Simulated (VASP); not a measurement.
# PbSe (Fm-3m) in VASP: single point with PBE

Aim: the single point of PbSe with PBE.

Everything below comes from runs of VASP 6.6.1. Logs are shortened: lines on timing, memory, paths and dates and some standing lists are left out, and cuts for length are marked.

**1. The cell of the first run**

The structure is cubic, space group Fm-3m (No. 225). Conventional cell: a = 6.218 Å, b = 6.218 Å, c = 6.218 Å, α = 90.00°, β = 90.00°, γ = 90.00°. Within 4.1 Å of Pb (site symmetry m-3m) lie 6 Se at 3.11 Å. Se (site symmetry m-3m) has 6 Pb at 3.11 Å within 4.1 Å.

**2. Single point, PBE**

Input file INCAR:

```
SYSTEM = PbSe
ALGO = Normal ; EDIFF = 1E-6
ENCUT = 500 ; GGA = PE
GGA_COMPAT = .False. ; ISIF = 2
ISMEAR = 0 ; LASPH = .True.
LCHARG = .True. ; LELF = .True.
LREAL = .False. ; LVHAR = .True.
LWAVE = .False. ; NBANDS = 17
NELM = 120 ; PREC = Accurate
SIGMA = 0.01
```

Input file KPOINTS:

```
k-points
0
Gamma
  10 10 10
  0 0 0
```

Input file POSCAR:

```
PbSe
1.0
    0.0000000000      3.1088964466      3.1088964466
    3.1088964466      0.0000000000      3.1088964466
    3.1088964466      3.1088964466      0.0000000000
Pb Se
1 1
Direct
    0.0000000000      0.0000000000      0.0000000000
    0.5000000000      0.5000000000      0.5000000000
```

Potentials or basis: VASP PAW PBE potentials, release 64 (Pb_d, Se).

Launch:

```bash
cat potpaw_PBE.64/Pb_d/POTCAR potpaw_PBE.64/Se/POTCAR > POTCAR
mpirun -np 1 vasp_std > vasp.out
```

OUTCAR:

```text
SYSTEM = PbSe
   EDIFF = 1E-6
   ENCUT = 500
   GGA = PE
   ISIF = 2
   ISMEAR = 0
   LASPH = .True.
   LREAL = .False.
   NELM = 120
   PREC = Accurate

 ion  position               nearest neighbor table
   1  0.000  0.000  0.000-   2 3.11   2 3.11   2 3.11   2 3.11   2 3.11   2 3.11
   2  0.500  0.500  0.500-   1 3.11   1 3.11   1 3.11   1 3.11   1 3.11   1 3.11

  LATTYP: Found a face centered cubic cell.
 ALAT       =     6.2177928932

  Lattice vectors:

 A1 = (   0.0000000000,   3.1088964466,   3.1088964466)
 A2 = (   3.1088964466,   0.0000000000,   3.1088964466)
 A3 = (   3.1088964466,   3.1088964466,   0.0000000000)

Analysis of symmetry for initial positions (statically):
=====================================================================
 Subroutine PRICEL returns:
 Original cell was already a primitive cell.

 Routine SETGRP: Setting up the symmetry group for a
 face centered cubic supercell.

 Subroutine GETGRP returns: Found 48 space group operations
 (whereof 48 operations were pure point group operations)
 out of a pool of 48 trial point group operations.

The static configuration has the point symmetry O_h .

Analysis of symmetry for dynamics (positions and initial velocities):
=====================================================================
 Subroutine PRICEL returns:
 Original cell was already a primitive cell.

 Routine SETGRP: Setting up the symmetry group for a
 face centered cubic supercell.

 Subroutine GETGRP returns: Found 48 space group operations
 (whereof 48 operations were pure point group operations)
 out of a pool of 48 trial point group operations.

The dynamic configuration has the point symmetry O_h .

 Subroutine INISYM returns: Found 48 space group operations
 (whereof 48 operations are pure point group operations),
 and found     1 'primitive' translations

----------------------------------------------------------------------------------------

                                     Primitive cell

  volume of cell :      60.0964

  direct lattice vectors                    reciprocal lattice vectors
     0.000000000  3.108896447  3.108896447    -0.160828773  0.160828773  0.160828773
     3.108896447  0.000000000  3.108896447     0.160828773 -0.160828773  0.160828773
     3.108896447  3.108896447  0.000000000     0.160828773  0.160828773 -0.160828773

  length of vectors
     4.396643519  4.396643519  4.396643519     0.278563606  0.278563606  0.278563606

  position of ions in fractional coordinates (direct lattice)
     0.000000000  0.000000000  0.000000000
     0.500000000  0.500000000  0.500000000

  ion indices of the primitive-cell ions
   primitive index   ion index
                 1           1
                 2           2

----------------------------------------------------------------------------------------

 KPOINTS: k-points

Automatic generation of k-mesh.
 Grid dimensions read from file:
 generate k-points for:   10   10   10

 Generating k-lattice:

  Cartesian coordinates                     Fractional coordinates (reciprocal lattice)
    -0.016082877  0.016082877  0.016082877     0.100000000  0.000000000  0.000000000
     0.016082877 -0.016082877  0.016082877     0.000000000  0.100000000  0.000000000
     0.016082877  0.016082877 -0.016082877     0.000000000  0.000000000  0.100000000

  Length of vectors
     0.027856361  0.027856361  0.027856361

  Shift w.r.t. Gamma in fractional coordinates (k-lattice)
     0.000000000  0.000000000  0.000000000

 Subroutine IBZKPT returns following result:
 ===========================================

 Found     47 irreducible k-points:

 Following reciprocal coordinates:
            Coordinates               Weight
  0.000000  0.000000  0.000000      1.000000
  0.100000  0.000000  0.000000      8.000000
  0.200000  0.000000  0.000000      8.000000
  0.300000  0.000000  0.000000      8.000000
  0.400000  0.000000  0.000000      8.000000
  0.500000  0.000000  0.000000      4.000000
[... 16 lines left out ...]
  0.300000  0.300000  0.000000      6.000000
  0.400000  0.300000  0.000000     24.000000
 [... further k-points ...]
   k-points           NKPTS =     47   k-points in BZ     NKDIM =     47   number of bands    NBANDS=     17
   number of dos      NEDOS =    301   number of ions     NIONS =      2
   total plane-waves  NPLWV =  32768
   dimension x,y,z NGX =    32 NGY =   32 NGZ =   32
   dimension x,y,z NGXF=    64 NGYF=   64 NGZF=   64
   ions per type =               1   1
   NGX,Y,Z   is equivalent  to a cutoff of  12.10, 12.10, 12.10 a.u.
   NGXF,Y,Z  is equivalent  to a cutoff of  24.20, 24.20, 24.20 a.u.
 SYSTEM =  PbSe
   PREC   = accura    normal or accurate (medium, high low for compatibility)
   ISTART =      0    job   : 0-new  1-cont  2-samecut
   ICHARG =      2    charge: 1-file 2-atom 10-const
   ISPIN  =      1    spin polarized calculation?
   LNONCOLLINEAR =      F non collinear calculations
   LSORBIT =      F    spin-orbit coupling
   LASPH  =      T    aspherical Exc in radial PAW
   ENCUT  =  500.0 eV  36.75 Ry    6.06 a.u.   8.02  8.02  8.02*2*pi/ulx,y,z
   NELM   =    120;   NELMIN=  2; NELMDL= -5     # of ELM steps
   EDIFF  = 0.1E-05   stopping-criterion for ELM
   LREAL  =      F    real-space projection
   EDIFFG = 0.1E-04   stopping-criterion for IOM
   NSW    =      0    number of steps for IOM
   IBRION =     -1    ionic relax: 0-MD 1-quasi-New 2-CG
   NFREE  =      0    steps in history (QN), initial steepest desc. (CG)
   ISIF   =      2    stress and relaxation
   ISYM   =      2    0-nonsym 1-usesym 2-fastsym
   POTIM  = 0.5000    time-step for ionic-motion
   TEBEG  =    0.0;   TEEND  =   0.0 temperature during run
   PSTRESS=    0.0 pullay stress
   NELECT =      20.0000    total number of electrons
   NUPDOWN=      -1.0000    fix difference up-down
   EMIN   =  10.00;   EMAX   =-10.00  energy-range for DOS
   EFERMI =   0.00;   METHOD = LEGACY
   ISMEAR =     0;   SIGMA  =   0.01  broadening in eV -4-tet -1-fermi 0-gaus
   EFERMI_NEDOS =   21; number of points for ismear=-14 and -15
   IALGO  =     38    algorithm
   IMIX   =      4    mixing-type and parameters
     AMIX     =   0.40;   BMIX     =  1.00
     AMIX_MAG =   1.60;   BMIX_MAG =  1.00
  volume/ion in A,a.u.               =      30.05       202.78
  Fermi-wavevector in a.u.,A,eV,Ry     =   1.134493  2.143881 17.511717  1.287075
  Thomas-Fermi vector in A             =   2.271197
   LORBIT       =      0    0 simple, 1 ext, 2 COOP (PROOUT), +10 PAW based schemes
   GGA     = PE    functional components
   LHFCALC =     F    Hartree Fock is set to
   AEXX    =    0.0000 exact exchange contribution
   IVDW    =     0    specifies the selected vdW correction
   LEPSILON=     F    determine dielectric tensor
   LRPA    =     F    only Hartree local field effects (RPA)
 non-spin polarized calculation
 Gauss-broadening in eV      SIGMA  =   0.01
  energy-cutoff  :      500.00
  volume of cell :       60.10
 maximum number of plane-waves:      1542
   NGX = 17   NGY = 17   NGZ = 17

 number of electron      19.9999995 magnetization

 Free energy of the ion-electron system (eV)
  ---------------------------------------------------
  ext. energy  EPLUGINS =         0.00000000
  ---------------------------------------------------
  free energy    TOTEN  =        -8.19818599 eV

  energy without entropy =       -8.19818599  energy(sigma->0) =       -8.19818599

 E-fermi :   4.5316     XC(G=0):  -9.3150

 val. band max:        4.4675869677   @ k =   0.5000   0.0000   0.0000
 cond. band min:       4.9053150425   @ k =   0.5000   0.0000   0.0000
 fundamental gap:      0.4377280748
 Fermi energy:         4.5316427207

 k-point     1 :       0.0000    0.0000    0.0000
  band No.  band energies     occupation
      1     -12.2662      2.00000
      2     -12.2662      2.00000
      3     -12.2662      2.00000
      4     -12.2600      2.00000
      5     -12.2600      2.00000
      6      -8.7061      2.00000
[... 9 lines left out ...]
     16      11.1172      0.00000
     17      12.6184      0.00000

 k-point     2 :       0.1000    0.0000    0.0000
  band No.  band energies     occupation
      1     -12.2658      2.00000
      2     -12.2651      2.00000
      3     -12.2651      2.00000
      4     -12.2604      2.00000
      5     -12.2604      2.00000
      6      -8.6362      2.00000
[... 9 lines left out ...]
     16      11.3328      0.00000
     17      13.3423      0.00000

 k-point     3 :       0.2000    0.0000    0.0000
  band No.  band energies     occupation
      1     -12.2683      2.00000
      2     -12.2683      2.00000
      3     -12.2649      2.00000
      4     -12.2553      2.00000
      5     -12.2553      2.00000
      6      -8.4378      2.00000
[... 9 lines left out ...]
     16      11.8917      0.00000
     17      14.7384      0.00000

 k-point     4 :       0.3000    0.0000    0.0000
  band No.  band energies     occupation
      1     -12.2740      2.00000
      2     -12.2740      2.00000
      3     -12.2640      2.00000
      4     -12.2471      2.00000
      5     -12.2471      2.00000
      6      -8.1525      2.00000
[... 9 lines left out ...]
     16      12.7444      0.00000
     17      16.0185      0.00000

 k-point     5 :       0.4000    0.0000    0.0000
  band No.  band energies     occupation
      1     -12.2787      2.00000
      2     -12.2787      2.00000
      3     -12.2633      2.00000
      4     -12.2404      2.00000
      5     -12.2404      2.00000
      6      -7.8724      2.00000
[... 9 lines left out ...]
     16      13.8334      0.00000
     17      15.4763      0.00000

 k-point     6 :       0.5000    0.0000    0.0000
  band No.  band energies     occupation
      1     -12.2806      2.00000
      2     -12.2805      2.00000
      3     -12.2630      2.00000
      4     -12.2378      2.00000
      5     -12.2378      2.00000
      6      -7.7477      2.00000
[... 9 lines left out ...]
     16      14.6819      0.00000
     17      14.6819      0.00000

 k-point     7 :       0.1000    0.1000    0.0000
  band No.  band energies     occupation
      1     -12.2676      2.00000
      2     -12.2649      2.00000
      3     -12.2628      2.00000
      4     -12.2628      2.00000
      5     -12.2585      2.00000
      6      -8.6124      2.00000
[... 9 lines left out ...]
     16      11.7409      0.00000
     17      13.0090      0.00000

 k-point     8 :       0.2000    0.1000    0.0000
  band No.  band energies     occupation
      1     -12.2716      2.00000
      2     -12.2676      2.00000
      3     -12.2628      2.00000
      4     -12.2583      2.00000
      5     -12.2539      2.00000
      6      -8.4555      2.00000
[... 9 lines left out ...]
     16      12.3717      0.00000
     17      13.8742      0.00000
[... 203 lines left out ...]
      1     -12.3045      2.00000
      2     -12.2671      2.00000
      3     -12.2626      2.00000
      4     -12.2450      2.00000
      5     -12.2358      2.00000
      6      -7.6513      2.00000
[... 9 lines left out ...]
     16      15.0153      0.00000
     17      15.3973      0.00000

 k-point    20 :      -0.4000    0.2000    0.0000
  band No.  band energies     occupation
      1     -12.2993      2.00000
      2     -12.2709      2.00000
      3     -12.2576      2.00000
      4     -12.2464      2.00000
      5     -12.2390      2.00000
      6      -7.6199      2.00000
[... 9 lines left out ...]
     16      13.8269      0.00000
     17      16.0200      0.00000

 k-point    21 :      -0.3000    0.2000    0.0000
  band No.  band energies     occupation
      1     -12.2893      2.00000
      2     -12.2723      2.00000
      3     -12.2579      2.00000
      4     -12.2461      2.00000
      5     -12.2458      2.00000
      6      -7.7886      2.00000
[... 9 lines left out ...]
     16      14.0486      0.00000
     17      15.1610      0.00000

 k-point    22 :      -0.2000    0.2000    0.0000
  band No.  band energies     occupation
      1     -12.2783      2.00000
      2     -12.2718      2.00000
      3     -12.2618      2.00000
      4     -12.2527      2.00000
      5     -12.2460      2.00000
      6      -8.0524      2.00000
[... 9 lines left out ...]
     16      13.9394      0.00000
     17      14.6107      0.00000

 k-point    23 :       0.3000    0.3000    0.0000
  band No.  band energies     occupation
      1     -12.3136      2.00000
      2     -12.2758      2.00000
      3     -12.2497      2.00000
      4     -12.2425      2.00000
      5     -12.2425      2.00000
      6      -7.9569      2.00000
[... 9 lines left out ...]
     16      14.4911      0.00000
     17      14.9838      0.00000

 k-point    24 :       0.4000    0.3000    0.0000
  band No.  band energies     occupation
      1     -12.3267      2.00000
      2     -12.2757      2.00000
      3     -12.2511      2.00000
      4     -12.2385      2.00000
      5     -12.2362      2.00000
      6      -7.7415      2.00000
[... 9 lines left out ...]
     16      15.1657      0.00000
     17      15.8805      0.00000

 [... further k-points ...]

------------------------ aborting loop because EDIFF is reached ----------------------------------------

  FORCE on cell =-STRESS in cart. coord.  units (eV):
  Direction    XX          YY          ZZ          XY          YZ          ZX
  --------------------------------------------------------------------------------------
  -------------------------------------------------------------------------------------
  Total       -0.0058905     -0.0058905     -0.0058905      0.0000000      0.0000000     -0.0000000
  in kB       -0.1570419     -0.1570419     -0.1570419      0.0000000      0.0000000     -0.0000000
  external PRESSURE =      -0.1570419 kB  Pullay stress =       0.0000000 kB

 VOLUME and BASIS-vectors are now :
 -----------------------------------------------------------------------------
  energy-cutoff  :      500.00
  volume of cell :       60.10
      direct lattice vectors                 reciprocal lattice vectors
     0.000000000  3.108896447  3.108896447    -0.160828773  0.160828773  0.160828773
     3.108896447  0.000000000  3.108896447     0.160828773 -0.160828773  0.160828773
     3.108896447  3.108896447  0.000000000     0.160828773  0.160828773 -0.160828773

 POSITION                                       TOTAL-FORCE (eV/Angst)
 -----------------------------------------------------------------------------------
      0.00000      0.00000      0.00000         0.000000      0.000000      0.000000
      3.10890      3.10890      3.10890        -0.000000     -0.000000     -0.000000
 -----------------------------------------------------------------------------------
    total drift:                                0.000000     -0.000000     -0.000000

  FREE ENERGIE OF THE ION-ELECTRON SYSTEM (eV)
  ---------------------------------------------------
  free  energy   TOTEN  =        -8.1981859857 eV

  energy  without entropy=       -8.1981859857  energy(sigma->0) =       -8.19818599
```

It took 60 s on 1 thread of Intel Xeon 8259CL, shared host; peak memory 0.2 GiB.

What came out:

```
Free energy            : -8.1982 eV
Pressure               : 0.0 GPa
Band gap on the k mesh : 0.44 eV
```

Caveat: spin-orbit coupling is left out, which moves the levels of the heavy elements.
